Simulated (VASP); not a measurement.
A run of VASP 6.6.1 is set up as follows.

INCAR

```
PREC = Accurate
ENCUT = 520
EDIFF = 1E-7
ISMEAR = 0
SIGMA = 0.1
LREAL = F
LASPH = T
NELM = 100
ALGO = Fast
ISIF = 2
LWAVE = F
LCHARG = F
GGA = PE
NBANDS = 21
```

KPOINTS

```
regular mesh
0
Gamma
  16 16 16
```

File POSCAR:

```
Sn
1.0
    0.0000000000      2.9125207084      3.7734187243
    2.9127756681      0.0000000000      3.7734187243
    2.9127756681      2.9125207084      0.0000000000
Sn
2
Direct
    0.1929715435      0.1929715435      0.8070284565
    0.8070284565      0.8070284565      0.1929715435
```

Potentials or basis: VASP PAW PBE potentials, release 64 (Sn_d).

Run with:

```sh
$ cat potpaw_PBE.64/Sn_d/POTCAR > POTCAR
$ mpirun -np 1 vasp_std > vasp.out
```

**Question.** What does it give for the pressure?

**Answer.** -0.1 GPa.

**Question.** Estimate the band gap on the k mesh.

**Answer.** Zero (bands 14 and 15 overlap by 3.33 eV).

Caveat: spin-orbit coupling is left out, which moves the levels of the heavy elements.
